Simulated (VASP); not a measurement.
# VGe3 (Pm-3n) in VASP: a series of runs

Runs on VGe3. Level: PBE. Tasks: single point.

All numbers are computed with VASP 6.6.1; they aren't measurements. Logs are shortened: lines on timing, memory, paths and dates and some standing lists are left out, and cuts for length are marked.

### Step 1. The cell of the first run

The structure is cubic, space group Pm-3n (No. 223). The conventional cell has a = 4.768 Å, b = 4.768 Å, c = 4.768 Å, α = 90.00°, β = 90.00°, γ = 90.00°. Within 3.5 Å of V (site symmetry m-3) lie 12 Ge at 2.67 Å. Within 3.1 Å of Ge (site symmetry -4m2) lie 10 Ge at 2.38 to 2.92 Å and 4 V at 2.67 Å.

### Step 2. Single point, PBE, collinear spin, ferromagnetic start

Input file INCAR:

```
PREC = Accurate
ENCUT = 500
EDIFF = 1E-6
ISMEAR = 0
SIGMA = 0.1
LREAL = F
LASPH = T
NELM = 200
ALGO = Normal
ISIF = 2
LWAVE = F
LCHARG = F
ISPIN = 2
MAGMOM = 2 2 0 0 0 0 0 0
LORBIT = 11
LMAXMIX = 4
GGA = PE
NBANDS = 69
GGA_COMPAT = F
```

Input file KPOINTS:

```
Automatic mesh
0
Gamma
  4 4 4
```

Input file POSCAR:

```
VGe3
1.0
    4.7680000000      0.0000000000      0.0000000000
    0.0000000000      4.7680000000      0.0000000000
    0.0000000000      0.0000000000      4.7680000000
V Ge
2 6
Direct
    0.0000000000      0.0000000000      0.0000000000
    0.5000000000      0.5000000000      0.5000000000
    0.2500000000      0.0000000000      0.5000000000
    0.5000000000      0.7500000000      0.0000000000
    0.7500000000      0.0000000000      0.5000000000
    0.5000000000      0.2500000000      0.0000000000
    0.0000000000      0.5000000000      0.7500000000
    0.0000000000      0.5000000000      0.2500000000
```

Potentials or basis: VASP PAW PBE potentials, release 64 (V_sv, Ge_d).

Launch:

```sh
$ cat potpaw_PBE.64/V_sv/POTCAR potpaw_PBE.64/Ge_d/POTCAR > POTCAR
$ mpirun -np 1 vasp_std > vasp.out
```

OUTCAR:

```text
PREC = Accurate
   ENCUT = 500
   EDIFF = 1E-6
   ISMEAR = 0
   LREAL = F
   LASPH = T
   NELM = 200
   ISIF = 2
   ISPIN = 2
   LORBIT = 11
   GGA = PE

 ion  position               nearest neighbor table
   1  0.000  0.000  0.000-   3 2.67   4 2.67   5 2.67   6 2.67   7 2.67   8 2.67   3 2.67   5 2.67
                             7 2.67   8 2.67   4 2.67   6 2.67
   2  0.500  0.500  0.500-   3 2.67   4 2.67   5 2.67   6 2.67   7 2.67   8 2.67   4 2.67   6 2.67
                             3 2.67   5 2.67   7 2.67   8 2.67
   3  0.250  0.000  0.500-   5 2.38   5 2.38   1 2.67   1 2.67   2 2.67   2 2.67   8 2.92   4 2.92
                             4 2.92   6 2.92   6 2.92   7 2.92   8 2.92   7 2.92
   4  0.500  0.750  0.000-   6 2.38   6 2.38   1 2.67   2 2.67   2 2.67   1 2.67   8 2.92   5 2.92
                             3 2.92   5 2.92   3 2.92   7 2.92   7 2.92   8 2.92
   5  0.750  0.000  0.500-   3 2.38   3 2.38   1 2.67   1 2.67   2 2.67   2 2.67   8 2.92   4 2.92
                             4 2.92   6 2.92   6 2.92   7 2.92   8 2.92   7 2.92
   6  0.500  0.250  0.000-   4 2.38   4 2.38   1 2.67   2 2.67   2 2.67   1 2.67   8 2.92   3 2.92
                             3 2.92   5 2.92   5 2.92   7 2.92   7 2.92   8 2.92
   7  0.000  0.500  0.750-   8 2.38   8 2.38   1 2.67   2 2.67   1 2.67   2 2.67   3 2.92   4 2.92
                             5 2.92   3 2.92   5 2.92   6 2.92   4 2.92   6 2.92
   8  0.000  0.500  0.250-   7 2.38   7 2.38   1 2.67   2 2.67   1 2.67   2 2.67   3 2.92   4 2.92
                             5 2.92   3 2.92   5 2.92   6 2.92   4 2.92   6 2.92

  LATTYP: Found a simple cubic cell.
 ALAT       =     4.7680000000

  Lattice vectors:

 A1 = (   4.7680000000,   0.0000000000,   0.0000000000)
 A2 = (   0.0000000000,   4.7680000000,   0.0000000000)
 A3 = (   0.0000000000,   0.0000000000,   4.7680000000)

Analysis of symmetry for initial positions (statically):
=====================================================================
 Subroutine PRICEL returns:
 Original cell was already a primitive cell.

 Routine SETGRP: Setting up the symmetry group for a
 simple cubic supercell.

 Subroutine GETGRP returns: Found 48 space group operations
 (whereof 24 operations were pure point group operations)
 out of a pool of 48 trial point group operations.

The static configuration has the point symmetry T_h .
 The point group associated with its full space group is O_h .

Analysis of symmetry for dynamics (positions and initial velocities):
=====================================================================
 Subroutine PRICEL returns:
 Original cell was already a primitive cell.

 Routine SETGRP: Setting up the symmetry group for a
 simple cubic supercell.

 Subroutine GETGRP returns: Found 48 space group operations
 (whereof 24 operations were pure point group operations)
 out of a pool of 48 trial point group operations.

The dynamic configuration has the point symmetry T_h .
 The point group associated with its full space group is O_h .

Analysis of structural, dynamic, and magnetic symmetry:
=====================================================================
 Subroutine PRICEL returns:
 Original cell was already a primitive cell.

 Routine SETGRP: Setting up the symmetry group for a
 simple cubic supercell.

 Subroutine GETGRP returns: Found 48 space group operations
 (whereof 24 operations were pure point group operations)
 out of a pool of 48 trial point group operations.

The overall configuration has the point symmetry T_h .
 The point group associated with its full space group is O_h .

 Subroutine INISYM returns: Found 48 space group operations
 (whereof 24 operations are pure point group operations),
 and found     1 'primitive' translations

----------------------------------------------------------------------------------------

                                     Primitive cell

  volume of cell :     108.3949

  direct lattice vectors                    reciprocal lattice vectors
     4.768000000  0.000000000  0.000000000     0.209731544  0.000000000  0.000000000
     0.000000000  4.768000000  0.000000000     0.000000000  0.209731544  0.000000000
     0.000000000  0.000000000  4.768000000     0.000000000  0.000000000  0.209731544

  length of vectors
     4.768000000  4.768000000  4.768000000     0.209731544  0.209731544  0.209731544

  position of ions in fractional coordinates (direct lattice)
     0.000000000  0.000000000  0.000000000
     0.500000000  0.500000000  0.500000000
     0.250000000  0.000000000  0.500000000
[... 65 lines left out ...]
   ISTART =      0    job   : 0-new  1-cont  2-samecut
   ICHARG =      2    charge: 1-file 2-atom 10-const
   ISPIN  =      2    spin polarized calculation?
   LNONCOLLINEAR =      F non collinear calculations
   LSORBIT =      F    spin-orbit coupling
   LASPH  =      T    aspherical Exc in radial PAW
   ENCUT  =  500.0 eV  36.75 Ry    6.06 a.u.   8.69  8.69  8.69*2*pi/ulx,y,z
   NELM   =    200;   NELMIN=  2; NELMDL= -5     # of ELM steps
   EDIFF  = 0.1E-05   stopping-criterion for ELM
   LREAL  =      F    real-space projection
   EDIFFG = 0.1E-04   stopping-criterion for IOM
   NSW    =      0    number of steps for IOM
   IBRION =     -1    ionic relax: 0-MD 1-quasi-New 2-CG
   NFREE  =      0    steps in history (QN), initial steepest desc. (CG)
   ISIF   =      2    stress and relaxation
   ISYM   =      2    0-nonsym 1-usesym 2-fastsym
   POTIM  = 0.5000    time-step for ionic-motion
   TEBEG  =    0.0;   TEEND  =   0.0 temperature during run
   PSTRESS=    0.0 pullay stress
   NELECT =     110.0000    total number of electrons
   NUPDOWN=      -1.0000    fix difference up-down
   EMIN   =  10.00;   EMAX   =-10.00  energy-range for DOS
   EFERMI =   0.00;   METHOD = LEGACY
   ISMEAR =     0;   SIGMA  =   0.10  broadening in eV -4-tet -1-fermi 0-gaus
   EFERMI_NEDOS =   21; number of points for ismear=-14 and -15
   IALGO  =     38    algorithm
   IMIX   =      4    mixing-type and parameters
     AMIX     =   0.40;   BMIX     =  1.00
     AMIX_MAG =   1.60;   BMIX_MAG =  1.00
  volume/ion in A,a.u.               =      13.55        91.44
  Fermi-wavevector in a.u.,A,eV,Ry     =   1.645140  3.108863 36.823964  2.706485
  Thomas-Fermi vector in A             =   2.734987
   LORBIT       =     11    0 simple, 1 ext, 2 COOP (PROOUT), +10 PAW based schemes
   GGA     = PE    functional components
   LHFCALC =     F    Hartree Fock is set to
   AEXX    =    0.0000 exact exchange contribution
   IVDW    =     0    specifies the selected vdW correction
   LEPSILON=     F    determine dielectric tensor
   LRPA    =     F    only Hartree local field effects (RPA)
 spin polarized calculation
 Gauss-broadening in eV      SIGMA  =   0.10
  energy-cutoff  :      500.00
  volume of cell :      108.39
 maximum number of plane-waves:      2800
 NGX is ok and might be reduce to    36
   NGX = 17   NGY = 17   NGZ = 17

 number of electron     110.0000021 magnetization       2.4718704

 Free energy of the ion-electron system (eV)
  ---------------------------------------------------
  ext. energy  EPLUGINS =         0.00000000
  ---------------------------------------------------
  free energy    TOTEN  =       -41.82843125 eV

  energy without entropy =      -41.81468145  energy(sigma->0) =      -41.82155635

 E-fermi :  10.7232     XC(G=0): -12.9931

 val. band max:       10.6855461775   @ k =   0.0000   0.0000   0.0000
 cond. band min:      10.7463422481   @ k =   0.5000   0.0000   0.0000
 fundamental gap:      0.0607960706
 Fermi energy:        10.7232014564

 spin component 1

 k-point     1 :       0.0000    0.0000    0.0000
  band No.  band energies     occupation
      1     -53.7425      1.00000
      2     -53.7417      1.00000
      3     -27.6641      1.00000
      4     -27.6641      1.00000
      5     -27.6641      1.00000
      6     -27.6573      1.00000
[... 689 lines left out ...]
     66      14.6937      0.00000
     67      14.6938      0.00000
 Fermi energy:        10.7232014564

 spin component 2

 k-point     1 :       0.0000    0.0000    0.0000
  band No.  band energies     occupation
      1     -52.6864      1.00000
      2     -52.6855      1.00000
      3     -26.6162      1.00000
      4     -26.6162      1.00000
      5     -26.6162      1.00000
      6     -26.6089      1.00000
[... 689 lines left out ...]
     66      15.0138      0.00000
     67      15.0138      0.00000
 [bands above 67 left out]

------------------------ aborting loop because EDIFF is reached ----------------------------------------

  FORCE on cell =-STRESS in cart. coord.  units (eV):
  Direction    XX          YY          ZZ          XY          YZ          ZX
  --------------------------------------------------------------------------------------
  -------------------------------------------------------------------------------------
  Total       19.6768884     19.6768884     19.6768884      0.0000000     -0.0000000     -0.0000000
  in kB      290.8427643    290.8427643    290.8427643      0.0000000     -0.0000000     -0.0000000
  external PRESSURE =     290.8427643 kB  Pullay stress =       0.0000000 kB

 VOLUME and BASIS-vectors are now :
 -----------------------------------------------------------------------------
  energy-cutoff  :      500.00
  volume of cell :      108.39
      direct lattice vectors                 reciprocal lattice vectors
     4.768000000  0.000000000  0.000000000     0.209731544  0.000000000  0.000000000
     0.000000000  4.768000000  0.000000000     0.000000000  0.209731544  0.000000000
     0.000000000  0.000000000  4.768000000     0.000000000  0.000000000  0.209731544

 POSITION                                       TOTAL-FORCE (eV/Angst)
 -----------------------------------------------------------------------------------
      0.00000      0.00000      0.00000        -0.000000      0.000000     -0.000000
      2.38400      2.38400      2.38400        -0.000000      0.000000     -0.000000
      1.19200      0.00000      2.38400        -0.000000     -0.000000     -0.000000
      2.38400      3.57600      0.00000        -0.000000     -0.000000     -0.000000
      3.57600      0.00000      2.38400         0.000000     -0.000000     -0.000000
      2.38400      1.19200      0.00000         0.000000      0.000000      0.000000
      0.00000      2.38400      3.57600         0.000000      0.000000     -0.000000
      0.00000      2.38400      1.19200         0.000000     -0.000000      0.000000
 -----------------------------------------------------------------------------------
    total drift:                                0.000000      0.000000     -0.000000

  FREE ENERGIE OF THE ION-ELECTRON SYSTEM (eV)
  ---------------------------------------------------
  free  energy   TOTEN  =       -41.8284312526 eV

  energy  without entropy=      -41.8146814489  energy(sigma->0) =      -41.82155635

 total charge

# of ion       s       p       d       tot
------------------------------------------
    1        2.239   6.187   3.262  11.687
    2        2.239   6.187   3.262  11.687
    3        1.181   1.253  10.114  12.548
    4        1.181   1.253  10.114  12.548
    5        1.181   1.253  10.114  12.548
    6        1.181   1.253  10.114  12.548
    7        1.181   1.253  10.114  12.548
    8        1.181   1.253  10.114  12.548
--------------------------------------------------
tot         11.565  19.889  67.210  98.664

 magnetization (x)

# of ion       s       p       d       tot
------------------------------------------
    1        0.016   0.018   1.086   1.119
    2        0.016   0.018   1.086   1.119
    3       -0.012  -0.005   0.007  -0.010
    4       -0.012  -0.005   0.007  -0.010
    5       -0.012  -0.005   0.007  -0.010
    6       -0.012  -0.005   0.007  -0.010
    7       -0.012  -0.005   0.007  -0.010
    8       -0.012  -0.005   0.007  -0.010
--------------------------------------------------
tot         -0.040   0.007   2.211   2.178
```

Wall time 5.8 min (1 thread of Oxide Virtual Turin-like, shared host); peak memory 0.26 GiB.

Results:

```
Free energy                                           : -41.8284 eV
Pressure                                              : 29.1 GPa
Net moment                                            : 2.47 μB per cell
Site moments                                          : V +1.12; Ge -0.01 μB
Valence electrons inside the program's atomic spheres : V 11.69; Ge 12.55
```

Caveat: the cell stands under pressure.

### Step 3. Single point, PBE, collinear spin, ferromagnetic start

This run uses another cell than the first one, of 16.45 Å³/atom.

Input file INCAR:

```
ALGO = Normal
EDIFF = 1E-6
ENCUT = 500
GGA = PE
GGA_COMPAT = False
ISIF = 2
ISMEAR = 0
ISPIN = 2
LASPH = True
LCHARG = False
LMAXMIX = 4
LORBIT = 11
LREAL = False
LWAVE = False
MAGMOM = 1.18 1.18 0 0 0 0 0 0
NBANDS = 69
NELM = 200
PREC = Accurate
SIGMA = 0.1
```

Input file KPOINTS:

```
k-points
0
Gamma
  4 4 4
```

POSCAR, as its differences from that of step 2:

```diff
@@ -2,5 +2,5 @@
 1.0
-    4.7680000000      0.0000000000      0.0000000000
-    0.0000000000      4.7680000000      0.0000000000
-    0.0000000000      0.0000000000      4.7680000000
+    5.0861471315      0.0000000000      0.0000000000
+    0.0000000000      5.0861471315      0.0000000000
+    0.0000000000      0.0000000000      5.0861471315
 V Ge
```

Potentials or basis: VASP PAW PBE potentials, release 64 (V_sv, Ge_d).

Launch:

```sh
$ cat potpaw_PBE.64/V_sv/POTCAR potpaw_PBE.64/Ge_d/POTCAR > POTCAR
$ mpirun -np 1 vasp_std > vasp.out
```

It took 6.8 min on 1 thread of Oxide Virtual Turin-like, shared host; peak memory 0.3 GiB.

The run converged. Its results:

| Quantity | Value |
| --- | --- |
| Free energy | -43.6246 eV |
| Pressure | 0.3 GPa |
| Net moment | 2.99 μB per cell |
| Site moments | V +1.42; Ge -0.03 μB |
| Valence electrons inside the program's atomic spheres | V 11.40; Ge 12.32 |

Levels at points of the mesh, in eV from the Fermi level:
Spin up:
```
           k point  band 53  band 54  band 55  band 56  band 57  band 58  band 59  band 60
(0.00, 0.00, 0.00)    -2.53    -0.90    -0.90    -0.90     0.71     0.71     0.71     0.93
(0.50, 0.00, 0.00)    -0.40    -0.40    -0.38    -0.38     0.41     0.41     0.70     0.70
(0.50, 0.50, 0.00)    -0.78    -0.78    -0.58    -0.46     0.59     0.80     1.18     1.18
(0.50, 0.50, 0.50)    -0.74    -0.74    -0.74    -0.74     1.52     1.52     1.52     1.52
```
Spin down:
| k point | band 50 | band 51 | band 52 | band 53 | band 54 | band 55 | band 56 | band 57 |
| --- | --- | --- | --- | --- | --- | --- | --- | --- |
| (0.00, 0.00, 0.00) | -2.57 | -1.99 | -1.99 | -1.99 | 0.35 | 0.35 | 0.35 | 0.88 |
| (0.50, 0.00, 0.00) | -1.62 | -0.96 | -0.96 | -0.08 | -0.08 | 0.55 | 0.55 | 1.40 |
| (0.50, 0.50, 0.00) | -2.57 | -1.08 | -1.08 | 0.39 | 0.39 | 0.60 | 0.86 | 1.06 |
| (0.50, 0.50, 0.50) | -0.70 | 0.39 | 0.39 | 0.39 | 0.39 | 0.39 | 0.39 | 1.50 |
